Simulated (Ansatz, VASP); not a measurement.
Zr in VASP and in Ansatz

```
Zr
1.0
     3.23200    0.00000    0.00000
    -1.61600    2.79899    0.00000
     0.00000    0.00000    5.14700
Zr
2
Cartesian
  1.6160 0.9330 3.8603
  0.0000 1.8660 1.2868
```

Alike in both runs: task relaxation of cell and atoms; functional PBE; dispersion D3(BJ); k mesh 9 × 9 × 5; occupations fermi-dirac, width 0.05 eV; no spin polarisation.

```csv
,VASP,Ansatz
version,VASP 6.6.1,Ansatz 0.2.0
potentials or method,"VASP PAW PBE potentials, release 64 (Zr_sv), cutoff 600 eV","all-electron LAPW, scalar-relativistic"
```

```csv
,VASP,Ansatz,Ansatz less VASP
relaxed volume (Å³/atom),22.46,22.46,-0.005
relaxed cell length with the largest relative difference (Å),5.124,5.123,-0.0006
```

Ansatz ran all-electron here, and VASP with PAW potentials.
